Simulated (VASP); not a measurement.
# SiNi2 (P-3m1) in VASP: single point with PBEsol

Aim: the single point of SiNi2 with PBEsol.

All numbers are computed with VASP 6.6.1; they aren't measurements. Logs are shortened: lines on timing, memory, paths and dates and some standing lists are left out, and cuts for length are marked.

## Step 1: The cell of the first run

The structure is trigonal, space group P-3m1 (No. 164). The conventional cell has a = 3.868 Å, b = 3.868 Å, c = 4.917 Å, α = 90.00°, β = 90.00°, γ = 120.00°. Si (site symmetry 3m) has 11 Ni at 2.23 to 2.57 Å within 3.0 Å. Ni (site symmetry -3m) has 8 Ni at 2.46 to 2.57 Å and 6 Si at 2.53 Å within 3.2 Å. Ni (site symmetry -3m) has 8 Ni at 2.46 to 2.53 Å and 6 Si at 2.57 Å within 3.2 Å. Within 3.0 Å of Ni (site symmetry 3m) lie 5 Si at 2.23 to 2.46 Å and 6 Ni at 2.53 to 2.57 Å.

## Step 2: Single point, PBEsol (mode 4 (122.1 1/cm) frozen in, largest displacement +0.037 Å)

INCAR

```
  PREC = Accurate
  ENCUT = 520
  EDIFF = 1E-6
  ISMEAR = 0
  SIGMA = 0.15
  LREAL = F
  LASPH = T
  NELM = 80
  ALGO = Fast
  ISIF = 2
  LWAVE = F
  LCHARG = F
  GGA = PS
  NBANDS = 33
```

KPOINTS

```
regular mesh
0
Gamma
  12 12 10
```

POSCAR

```
SiNi2
1.0
    3.8684636248      0.0000000000      0.0000000000
   -1.9342318124      3.3501877727      0.0000000000
    0.0000000000      0.0000000000      4.9169852794
Si Ni
2 4
Direct
    0.3333333333      0.6666666667      0.7568013204
    0.6666666667      0.3333333333      0.2431986796
    0.0000000000      0.0000000000      0.0000000000
    0.0000000000      0.0000000000      0.5000000000
    0.3333333333      0.6666666667      0.2576266244
    0.6666666667      0.3333333333      0.7423733756
```

Potentials or basis: VASP PAW PBE potentials, release 64 (Si, Ni).

Launch:

```
$ cat potpaw_PBE.64/Si/POTCAR potpaw_PBE.64/Ni/POTCAR > POTCAR
$ mpirun -np 1 vasp_std > vasp.out
```

OUTCAR:

```text
PREC = Accurate
   ENCUT = 520
   EDIFF = 1E-6
   ISMEAR = 0
   LREAL = F
   LASPH = T
   NELM = 80
   ISIF = 2
   GGA = PS

 ion  position               nearest neighbor table
   1  0.333  0.667  0.757-   6 2.23   6 2.23   6 2.23   5 2.45   5 2.46   3 2.53   3 2.53   3 2.53
                             4 2.57   4 2.57   4 2.57
   2  0.667  0.333  0.243-   5 2.23   5 2.23   5 2.23   6 2.45   6 2.46   3 2.53   3 2.53   3 2.53
                             4 2.57   4 2.57   4 2.57
   3  0.000  0.000  0.000-   4 2.46   4 2.46   1 2.53   2 2.53   2 2.53   1 2.53   2 2.53   1 2.53
                             6 2.57   5 2.57   6 2.57   5 2.57   5 2.57   6 2.57
   4  0.000  0.000  0.500-   3 2.46   3 2.46   6 2.53   5 2.53   6 2.53   5 2.53   6 2.53   5 2.53
                             1 2.57   2 2.57   1 2.57   2 2.57   2 2.57   1 2.57
   5  0.333  0.667  0.258-   2 2.23   2 2.23   2 2.23   1 2.45   1 2.46   4 2.53   4 2.53   4 2.53
                             3 2.57   3 2.57   3 2.57
   6  0.667  0.333  0.742-   1 2.23   1 2.23   1 2.23   2 2.45   2 2.46   4 2.53   4 2.53   4 2.53
                             3 2.57   3 2.57   3 2.57

  LATTYP: Found a hexagonal cell.
 ALAT       =     3.8684636248
 C/A-ratio  =     1.2710434313

  Lattice vectors:

 A1 = (   3.8684636248,   0.0000000000,   0.0000000000)
 A2 = (  -1.9342318124,   3.3501877727,   0.0000000000)
 A3 = (   0.0000000000,   0.0000000000,   4.9169852794)

Analysis of symmetry for initial positions (statically):
=====================================================================
 Subroutine PRICEL returns:
 Original cell was already a primitive cell.

 Routine SETGRP: Setting up the symmetry group for a
 hexagonal supercell.

 Subroutine GETGRP returns: Found 12 space group operations
 (whereof 12 operations were pure point group operations)
 out of a pool of 24 trial point group operations.

The static configuration has the point symmetry D_3d.

Analysis of symmetry for dynamics (positions and initial velocities):
=====================================================================
 Subroutine PRICEL returns:
 Original cell was already a primitive cell.

 Routine SETGRP: Setting up the symmetry group for a
 hexagonal supercell.

 Subroutine GETGRP returns: Found 12 space group operations
 (whereof 12 operations were pure point group operations)
 out of a pool of 24 trial point group operations.

The dynamic configuration has the point symmetry D_3d.

 Subroutine INISYM returns: Found 12 space group operations
 (whereof 12 operations are pure point group operations),
 and found     1 'primitive' translations

----------------------------------------------------------------------------------------

                                     Primitive cell

  volume of cell :      63.7245

  direct lattice vectors                    reciprocal lattice vectors
     3.868463625  0.000000000  0.000000000     0.258500557  0.149245366  0.000000000
    -1.934231812  3.350187773  0.000000000     0.000000000  0.298490732  0.000000000
     0.000000000  0.000000000  4.916985279     0.000000000  0.000000000  0.203376651

  length of vectors
     3.868463625  3.868463625  4.916985279     0.298490732  0.298490732  0.203376651

  position of ions in fractional coordinates (direct lattice)
     0.333333333  0.666666667  0.756801320
     0.666666667  0.333333333  0.243198680
     0.000000000  0.000000000  0.000000000
     0.000000000  0.000000000  0.500000000
     0.333333333  0.666666667  0.257626624
     0.666666667  0.333333333  0.742373376

  ion indices of the primitive-cell ions
   primitive index   ion index
                 1           1
                 2           2
                 3           3
                 4           4
                 5           5
                 6           6

----------------------------------------------------------------------------------------

 KPOINTS: regular mesh

Automatic generation of k-mesh.
 Grid dimensions read from file:
 generate k-points for:   12   12   10

 Generating k-lattice:

  Cartesian coordinates                     Fractional coordinates (reciprocal lattice)
     0.021541713  0.012437114  0.000000000     0.083333333  0.000000000  0.000000000
     0.000000000  0.024874228  0.000000000     0.000000000  0.083333333  0.000000000
     0.000000000  0.000000000  0.020337665     0.000000000  0.000000000  0.100000000

  Length of vectors
     0.024874228  0.024874228  0.020337665

  Shift w.r.t. Gamma in fractional coordinates (k-lattice)
     0.000000000  0.000000000  0.000000000

 Subroutine IBZKPT returns following result:
 ===========================================

 Found    162 irreducible k-points:

 Following reciprocal coordinates:
            Coordinates               Weight
  0.000000  0.000000  0.000000      1.000000
  0.083333  0.000000  0.000000      6.000000
  0.166667  0.000000  0.000000      6.000000
  0.250000  0.000000  0.000000      6.000000
  0.333333  0.000000  0.000000      6.000000
  0.416667  0.000000  0.000000      6.000000
[... 16 lines left out ...]
  0.166667  0.000000  0.100000      6.000000
  0.000000  0.166667  0.100000      6.000000
 [... further k-points ...]
   k-points           NKPTS =    162   k-points in BZ     NKDIM =    162   number of bands    NBANDS=     33
   number of dos      NEDOS =    301   number of ions     NIONS =      6
   total plane-waves  NPLWV =  36000
   dimension x,y,z NGX =    30 NGY =   30 NGZ =   40
   dimension x,y,z NGXF=    60 NGYF=   60 NGZF=   80
   ions per type =               2   4
   NGX,Y,Z   is equivalent  to a cutoff of  12.89, 12.89, 13.52 a.u.
   NGXF,Y,Z  is equivalent  to a cutoff of  25.78, 25.78, 27.05 a.u.
 SYSTEM =  unknown system
   PREC   = accura    normal or accurate (medium, high low for compatibility)
   ISTART =      0    job   : 0-new  1-cont  2-samecut
   ICHARG =      2    charge: 1-file 2-atom 10-const
   ISPIN  =      1    spin polarized calculation?
   LNONCOLLINEAR =      F non collinear calculations
   LSORBIT =      F    spin-orbit coupling
   LASPH  =      T    aspherical Exc in radial PAW
   ENCUT  =  520.0 eV  38.22 Ry    6.18 a.u.   7.19  7.19  9.14*2*pi/ulx,y,z
   NELM   =     80;   NELMIN=  2; NELMDL= -5     # of ELM steps
   EDIFF  = 0.1E-05   stopping-criterion for ELM
   LREAL  =      F    real-space projection
   EDIFFG = 0.1E-04   stopping-criterion for IOM
   NSW    =      0    number of steps for IOM
   IBRION =     -1    ionic relax: 0-MD 1-quasi-New 2-CG
   NFREE  =      0    steps in history (QN), initial steepest desc. (CG)
   ISIF   =      2    stress and relaxation
   ISYM   =      2    0-nonsym 1-usesym 2-fastsym
   POTIM  = 0.5000    time-step for ionic-motion
   TEBEG  =    0.0;   TEEND  =   0.0 temperature during run
   PSTRESS=    0.0 pullay stress
   NELECT =      48.0000    total number of electrons
   NUPDOWN=      -1.0000    fix difference up-down
   EMIN   =  10.00;   EMAX   =-10.00  energy-range for DOS
   EFERMI =   0.00;   METHOD = LEGACY
   ISMEAR =     0;   SIGMA  =   0.15  broadening in eV -4-tet -1-fermi 0-gaus
   EFERMI_NEDOS =   21; number of points for ismear=-14 and -15
   IALGO  =     68    algorithm
   IMIX   =      4    mixing-type and parameters
     AMIX     =   0.40;   BMIX     =  1.00
     AMIX_MAG =   1.60;   BMIX_MAG =  1.00
  volume/ion in A,a.u.               =      10.62        71.67
  Fermi-wavevector in a.u.,A,eV,Ry     =   1.489543  2.814828 30.187769  2.218738
  Thomas-Fermi vector in A             =   2.602438
   LORBIT       =      0    0 simple, 1 ext, 2 COOP (PROOUT), +10 PAW based schemes
   GGA     = PS    functional components
   LHFCALC =     F    Hartree Fock is set to
   AEXX    =    0.0000 exact exchange contribution
   IVDW    =     0    specifies the selected vdW correction
   LEPSILON=     F    determine dielectric tensor
   LRPA    =     F    only Hartree local field effects (RPA)
 non-spin polarized calculation
 RMM-DIIS sequential band-by-band and
 Gauss-broadening in eV      SIGMA  =   0.15
  energy-cutoff  :      520.00
  volume of cell :       63.72
 maximum number of plane-waves:      1737
 NGX is ok and might be reduce to    30
   NGX = 15   NGY = 15   NGZ = 19

 number of electron      47.9999995 magnetization

 Free energy of the ion-electron system (eV)
  ---------------------------------------------------
  ext. energy  EPLUGINS =         0.00000000
  ---------------------------------------------------
  free energy    TOTEN  =       -39.56507298 eV

  energy without entropy =      -39.52569279  energy(sigma->0) =      -39.54538288

 E-fermi :  11.4053     XC(G=0): -13.2178

 val. band max:       11.4001183844   @ k =   0.3333   0.2500   0.1000
 cond. band min:      11.4120046750   @ k =   0.1667   0.1667   0.4000
 fundamental gap:      0.0118862906
 Fermi energy:        11.4053231571

 k-point     1 :       0.0000    0.0000    0.0000
  band No.  band energies     occupation
      1      -1.3988      2.00000
      2       3.1253      2.00000
      3       4.8067      2.00000
      4       6.2007      2.00000
      5       6.2007      2.00000
      6       7.3729      2.00000
[... 25 lines left out ...]
     32      17.0854      0.00000
     33      19.7890      0.00000

 k-point     2 :       0.0833    0.0000    0.0000
  band No.  band energies     occupation
      1      -1.3076      2.00000
      2       3.1409      2.00000
      3       4.8705      2.00000
      4       6.1878      2.00000
      5       6.2479      2.00000
      6       7.0507      2.00000
[... 25 lines left out ...]
     32      17.6093      0.00000
     33      19.1886      0.00000
[... 754 lines left out ...]
     32      17.9614      0.00000
     33      19.0094      0.00000

 k-point    24 :       0.0000    0.1667    0.1000
  band No.  band energies     occupation
      1      -0.9764      2.00000
      2       2.9134      2.00000
      3       5.1652      2.00000
      4       6.1971      2.00000
      5       6.3933      2.00000
      6       6.6234      2.00000
[... 25 lines left out ...]
     32      18.0519      0.00000
     33      18.9131      0.00000

 [... further k-points ...]

------------------------ aborting loop because EDIFF is reached ----------------------------------------

  FORCE on cell =-STRESS in cart. coord.  units (eV):
  Direction    XX          YY          ZZ          XY          YZ          ZX
  --------------------------------------------------------------------------------------
  -------------------------------------------------------------------------------------
  Total        0.1456460      0.1456460      0.0351172     -0.0000000     -0.0000000      0.0000000
  in kB        3.6618681      3.6618681      0.8829243     -0.0000000     -0.0000000      0.0000000
  external PRESSURE =       2.7355535 kB  Pullay stress =       0.0000000 kB

 VOLUME and BASIS-vectors are now :
 -----------------------------------------------------------------------------
  energy-cutoff  :      520.00
  volume of cell :       63.72
      direct lattice vectors                 reciprocal lattice vectors
     3.868463625  0.000000000  0.000000000     0.258500557  0.149245366  0.000000000
    -1.934231812  3.350187773  0.000000000     0.000000000  0.298490732  0.000000000
     0.000000000  0.000000000  4.916985279     0.000000000  0.000000000  0.203376651

 POSITION                                       TOTAL-FORCE (eV/Angst)
 -----------------------------------------------------------------------------------
     -0.00000      2.23346      3.72118        -0.000000     -0.000000     -0.051065
      1.93423      1.11673      1.19580        -0.000000      0.000000      0.051065
      0.00000      0.00000      0.00000         0.000000      0.000000      0.000000
      0.00000      0.00000      2.45849         0.000000      0.000000      0.000000
     -0.00000      2.23346      1.26675        -0.000000      0.000000     -0.115853
      1.93423      1.11673      3.65024         0.000000     -0.000000      0.115853
 -----------------------------------------------------------------------------------
    total drift:                                0.000000      0.000000      0.000000

  FREE ENERGIE OF THE ION-ELECTRON SYSTEM (eV)
  ---------------------------------------------------
  free  energy   TOTEN  =       -39.5650729758 eV

  energy  without entropy=      -39.5256927883  energy(sigma->0) =      -39.54538288
```

Run time: 3.8 min. Hardware: 1 thread of Intel Xeon 6975P-C (Granite Rapids), shared host; peak memory 0.37 GiB.

Results:

| Property | Result |
| --- | --- |
| Free energy | -39.5651 eV |
| Pressure | 0.3 GPa |
| Largest force | 0.116 eV/Å |
| Band gap on the k mesh | zero (band 24 reaches 14.12 eV, above the bottom of band 25 at 10.80 eV) |

Forces in eV/Å, atoms in the order of the input:
```
Si   0.000  0.000 -0.051
Si   0.000  0.000  0.051
Ni   0.000  0.000  0.000
Ni   0.000  0.000  0.000
Ni   0.000  0.000 -0.116
Ni   0.000  0.000  0.116
```

Stress tensor (GPa, compression positive):
```
0.37 0.00 0.00
0.00 0.37 0.00
0.00 0.00 0.09
```

Caveat: the cell differs from its parent crystal (mode 4 (122.1 1/cm) frozen in, largest displacement +0.037 Å); the PAW data sets were made with another functional, which shifts forces and pressure a little. Spin polarisation is off, so any magnetic state and its effect on volume and gap are missing.
